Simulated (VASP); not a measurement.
# N in VASP: notebook, part 2 of 2

VASP 6.6.1. Earlier steps stand in the parts before.

## 3. Single point, r2SCAN+D3(BJ)

POSCAR reads:

```
N
1.0
    7.6766930000      0.0000000000      0.0000000000
    0.0000000000      7.6766930000      0.0000000000
    0.0000000000      0.0000000000      7.6766930000
N
12
Direct
    0.8665772235      0.7284323647      0.0162412691
    0.9023437564      0.5981005228      0.0616342022
    0.2755603995      0.6700952351      0.7816064334
    0.3898957646      0.5850884303      0.7820788318
    0.8671296330      0.7076902135      0.5503299625
    0.8193461700      0.8196149292      0.4762191210
    0.6401689045      0.1369794288      0.1570841336
    0.7507039481      0.1915124478      0.2284404324
    0.7254621570      0.2279092394      0.7332679168
    0.6134019626      0.1885542795      0.6542893800
    0.1971893270      0.1705476128      0.4186209490
    0.2493922538      0.2871313962      0.3551016680
```

INCAR.step1 reads:

```
ALGO = Normal ; EDIFF = 1E-4
ENCUT = 520 ; GGA = PE
ISMEAR = -1 ; LASPH = T
LCHARG = F ; LREAL = F
LWAVE = T ; NBANDS = 42
NELM = 100 ; PREC = Accurate
SIGMA = 0.05
```

INCAR.step2 reads:

```
ALGO = Normal ; EDIFF = 1E-7
ENCUT = 520 ; ISIF = 2
ISMEAR = -1 ; ISTART = 1
IVDW = 12 ; LASPH = T
LCHARG = F ; LMIXTAU = T
LREAL = F ; LWAVE = F
METAGGA = R2SCAN ; NBANDS = 42
NELM = 100 ; PREC = Accurate
SIGMA = 0.05 ; VDW_A1 = 0.49484001
VDW_A2 = 5.73083694 ; VDW_S6 = 1.0
VDW_S8 = 0.78981345
```

KPOINTS reads:

```
k-points
0
Gamma
  1 1 1
```

Potentials or basis: VASP PAW PBE potentials, release 64 (N).

Started as:

```sh
cat potpaw_PBE.64/N/POTCAR > POTCAR
cp INCAR.step1 INCAR
mpirun -np 1 vasp_gam > vasp.out
cp INCAR.step2 INCAR
mpirun -np 1 vasp_gam > vasp.out
```

OUTCAR:

```text
EDIFF = 1E-7
   ENCUT = 520
   ISIF = 2
   ISMEAR = -1
   ISTART = 1
   IVDW = 12
   LASPH = T
   LREAL = F
   METAGGA = R2SCAN
   NELM = 100
   PREC = Accurate
 IVDW          = 12

 ion  position               nearest neighbor table
   1  0.867  0.728  0.016-   2 1.09
   2  0.902  0.598  0.062-   1 1.09
   3  0.276  0.670  0.782-   4 1.09
   4  0.390  0.585  0.782-   3 1.09
   5  0.867  0.708  0.550-   6 1.09
   6  0.819  0.820  0.476-   5 1.09
   7  0.640  0.137  0.157-   8 1.09
   8  0.751  0.192  0.228-   7 1.09
   9  0.725  0.228  0.733-  10 1.09
  10  0.613  0.189  0.654-   9 1.09
  11  0.197  0.171  0.419-  12 1.10
  12  0.249  0.287  0.355-  11 1.10

  LATTYP: Found a simple cubic cell.
 ALAT       =     7.6766930000

  Lattice vectors:

 A1 = (   7.6766930000,   0.0000000000,   0.0000000000)
 A2 = (   0.0000000000,   7.6766930000,   0.0000000000)
 A3 = (   0.0000000000,   0.0000000000,   7.6766930000)

Analysis of symmetry for initial positions (statically):
=====================================================================
 Subroutine PRICEL returns:
 Original cell was already a primitive cell.

 Routine SETGRP: Setting up the symmetry group for a
 simple cubic supercell.

 Subroutine GETGRP returns: Found  1 space group operations
 (whereof  1 operations were pure point group operations)
 out of a pool of 48 trial point group operations.

The static configuration has the point symmetry C_1 .

Analysis of symmetry for dynamics (positions and initial velocities):
=====================================================================
 Subroutine PRICEL returns:
 Original cell was already a primitive cell.
[... 128 lines left out ...]
   LORBIT       =      0    0 simple, 1 ext, 2 COOP (PROOUT), +10 PAW based schemes
   METAGGA = R2SCAN    functional components
   LHFCALC =     F    Hartree Fock is set to
   AEXX    =    0.0000 exact exchange contribution
   IVDW    =    12    specifies the selected vdW correction
   LEPSILON=     F    determine dielectric tensor
   LRPA    =     F    only Hartree local field effects (RPA)
 non-spin polarized calculation
  energy-cutoff  :      520.00
  volume of cell :      452.40
 maximum number of plane-waves:      6075
 NGX is ok and might be reduce to    60
   NGX = 29   NGY = 29   NGZ = 29

 number of electron      60.0000001 magnetization

 Free energy of the ion-electron system (eV)
  ---------------------------------------------------
  ext. energy  EPLUGINS =         0.00000000
  ---------------------------------------------------
  free energy    TOTEN  =      -109.29033431 eV

  energy without entropy =     -109.29033431  energy(sigma->0) =     -109.29033431

 E-fermi :  -7.2008     XC(G=0):  -4.3371

 val. band max:       -8.4590830561   @ k =   0.0000   0.0000   0.0000
 cond. band min:       0.1046636498   @ k =   0.0000   0.0000   0.0000
 fundamental gap:      8.5637467059
 Fermi energy:        -7.2007903718

 k-point     1 :       0.0000    0.0000    0.0000
  band No.  band energies     occupation
      1     -27.9172      2.00000
      2     -27.9050      2.00000
      3     -27.8478      2.00000
      4     -27.7958      2.00000
      5     -27.7691      2.00000
      6     -27.7422      2.00000
[... 34 lines left out ...]
     41       0.6635      0.00000
     42       0.7097      0.00000

------------------------ aborting loop because EDIFF is reached ----------------------------------------

 Edisp (eV)   -0.19819

 E8    (eV) :    -0.0350

  FORCE on cell =-STRESS in cart. coord.  units (eV):
  Direction    XX          YY          ZZ          XY          YZ          ZX
  --------------------------------------------------------------------------------------
  -------------------------------------------------------------------------------------
  Total       4.16244     5.27102     1.85646    -0.51069    -1.62578     2.13521
  in kB      14.74132    18.66734     6.57465    -1.80860    -5.75771     7.56185
  external pressure =       13.33 kB  Pullay stress =        0.00 kB

 VOLUME and BASIS-vectors are now :
 -----------------------------------------------------------------------------
  energy-cutoff  :      520.00
  volume of cell :      452.40
      direct lattice vectors                 reciprocal lattice vectors
     7.676693000  0.000000000  0.000000000     0.130264425  0.000000000  0.000000000
     0.000000000  7.676693000  0.000000000     0.000000000  0.130264425  0.000000000
     0.000000000  0.000000000  7.676693000     0.000000000  0.000000000  0.130264425

 POSITION                                       TOTAL-FORCE (eV/Angst)
 -----------------------------------------------------------------------------------
      6.65245      5.59195      0.12468        -0.533695      1.900183     -0.668418
      6.92702      4.59143      0.47315         0.525702     -1.898187      0.654566
      2.11539      5.14412      6.00015        -1.765542      1.322736     -0.005120
      2.99311      4.49154      6.00378         1.778455     -1.318122      0.003785
      6.65669      5.43272      4.22471         0.730973     -1.731279      1.141254
      6.28987      6.29193      3.65579        -0.735174      1.713119     -1.129626
      4.91438      1.05155      1.20589        -1.753365     -0.866617     -1.131410
      5.76292      1.47018      1.75367         1.755853      0.865775      1.133123
      5.56915      1.74959      5.62907         1.559472      0.550478      1.086174
      4.70890      1.44747      5.02278        -1.549643     -0.542000     -1.088379
      1.51376      1.30924      3.21362        -0.718763     -1.593529      0.859566
      1.91451      2.20422      2.72601         0.705727      1.597443     -0.855514
 -----------------------------------------------------------------------------------
    total drift:                                0.000076      0.000829     -0.000507

  FREE ENERGIE OF THE ION-ELECTRON SYSTEM (eV)
  ---------------------------------------------------
  free  energy   TOTEN  =      -109.4885215829 eV

  energy  without entropy=     -109.4885215829  energy(sigma->0) =     -109.48852158
```

OUTCAR.step1:

```text
EDIFF = 1E-4
   ENCUT = 520
   GGA = PE
   ISMEAR = -1
   LASPH = T
[... 278 lines left out ...]
      5.56915      1.74959      5.62907         2.287111      0.809965      1.609118
      4.70890      1.44747      5.02278        -2.276461     -0.793312     -1.599601
      1.51376      1.30924      3.21362        -1.072975     -2.368726      1.281727
      1.91451      2.20422      2.72601         1.049518      2.369717     -1.282066
 -----------------------------------------------------------------------------------
    total drift:                                0.000741     -0.006289     -0.001543

  FREE ENERGIE OF THE ION-ELECTRON SYSTEM (eV)
  ---------------------------------------------------
  free  energy   TOTEN  =       -99.8260895812 eV

  energy  without entropy=      -99.8260895812  energy(sigma->0) =      -99.82608958
```

OSZICAR.step1:

```text
N       E                     dE             d eps       ncg     rms          rms(c)
DAV:   1     0.602143656364E+03    0.60214E+03   -0.27536E+04    84   0.119E+03
DAV:   2    -0.153095580218E+02   -0.61745E+03   -0.60352E+03   118   0.284E+02
DAV:   3    -0.103321664541E+03   -0.88012E+02   -0.87588E+02   104   0.123E+02
DAV:   4    -0.105272626384E+03   -0.19510E+01   -0.19212E+01    96   0.229E+01
DAV:   5    -0.105321016931E+03   -0.48391E-01   -0.48246E-01   120   0.308E+00    0.199E+01
DAV:   6    -0.100876156098E+03    0.44449E+01   -0.67384E+00   102   0.113E+01    0.114E+01
DAV:   7    -0.998565996990E+02    0.10196E+01   -0.46492E+00   102   0.951E+00    0.317E+00
DAV:   8    -0.998282246955E+02    0.28375E-01   -0.41371E-01   102   0.301E+00    0.578E-01
DAV:   9    -0.998258506165E+02    0.23741E-02   -0.19202E-02   104   0.608E-01    0.245E-01
DAV:  10    -0.998261181510E+02   -0.26753E-03   -0.14780E-03   110   0.248E-01    0.987E-02
DAV:  11    -0.998260895812E+02    0.28570E-04   -0.16748E-04    96   0.884E-02
   1 F= -.99826090E+02 E0= -.99826090E+02  d E =-.370456E-10
```

It took 4.9 min on 1 thread of Oxide Virtual Turin-like, shared host; peak memory 0.46 GiB.

What came out:

| Item | Value |
| --- | --- |
| Free energy | -109.4885 eV |
| Pressure | 1.3 GPa |
| Largest force | 2.262 eV/Å |
| Dispersion energy per atom | -0.017 eV |

Forces in eV/Å, atoms in the order of the input:
```
N   -0.534  1.900 -0.668
N    0.526 -1.898  0.655
N   -1.766  1.323 -0.005
N    1.778 -1.318  0.004
N    0.731 -1.731  1.141
N   -0.735  1.713 -1.130
N   -1.753 -0.867 -1.131
N    1.756  0.866  1.133
N    1.559  0.550  1.086
N   -1.550 -0.542 -1.088
N   -0.719 -1.594  0.860
N    0.706  1.597 -0.856
```

Caveat: the k points lie up to 0.82 Å⁻¹ apart, too coarse for converged energies, forces and pressures; the standard files for N, O and F lose accuracy on very short bonds; the PAW data sets were made with another functional, which shifts forces and pressure a little.
